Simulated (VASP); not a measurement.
Here is a VASP 6.6.1 calculation.

INCAR

```
SYSTEM = GaAs
ALGO = Normal
EDIFF = 1E-6
ENCUT = 520
GGA = PE
ISIF = 2
ISMEAR = 0
LASPH = .TRUE.
LCHARG = .FALSE.
LREAL = .FALSE.
LWAVE = .FALSE.
NBANDS = 16
NELM = 60
PREC = Accurate
SIGMA = 0.05
```

Contents of KPOINTS:

```
k-points
0
G
  8 8 8
  0 0 0
```

Contents of POSCAR:

```
GaAs
1.0
    0.0000000000      2.8268505379      2.8268505379
    2.8268505379      0.0000000000      2.8268505379
    2.8268505379      2.8268505379      0.0000000000
Ga As
1 1
Direct
    0.0000000000      0.0000000000      0.0000000000
    0.7500000000      0.7500000000      0.7500000000
```

Potentials or basis: VASP PAW PBE potentials, release 64 (Ga_d, As).

Launch:

```bash
$ cat potpaw_PBE.64/Ga_d/POTCAR potpaw_PBE.64/As/POTCAR > POTCAR
$ mpirun -np 1 vasp_std > vasp.out
```

**Question.** What does it give for the band gap on the k mesh?

**Answer.** 0.52 eV.

**Question.** Predict the pressure.

**Answer.** 3.4 GPa.

Caveat: the cell stands under pressure. A k mesh can miss the band edges.
